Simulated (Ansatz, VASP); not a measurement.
# One calculation of Si2W, two programs

```xyz
3
Lattice="-1.6887 1.6887 4.0246 1.6887 -1.6887 4.0246 1.6887 1.6887 -4.0246" Properties=species:S:1:pos:R:3 pbc="T T T"
Si    0.0000    0.0000    2.3676
Si    0.0000    0.0000    5.6816
W     0.0000    0.0000    0.0000
```

Alike in both runs: task single point; functional PBE; k mesh 18 × 18 × 18; occupations gaussian, width 0.1 eV; no spin polarisation.

|  | VASP | Ansatz |
| --- | --- | --- |
| version | VASP 6.6.1 | Ansatz 0.2.0 |
| potentials or method | VASP PAW PBE potentials, release 64 (Si, W_sv), cutoff 520 eV | scalar-relativistic, plane waves, PAW |
| valence electrons in the cell | 22 | 22 |

```tsv
	VASP	Ansatz	Ansatz less VASP
gap on the k mesh at the Fermi level (eV)	none	none	-
pressure (GPa)	-8.5	-8.5	-0.01
traceless stress, the component that is largest in VASP (GPa)	15.52	15.46	-0.065
rms of the force components (eV/Å)	2.057	2.056	-0.0005
```

Atom by atom the forces differ by 0.001 eV/Å (rms over components). A gap of «none» marks a metal or a gap that the smearing closes. With one functional, cell and mesh, what is left measures potentials, basis and numerics.

Neither program's run includes spin-orbit coupling.
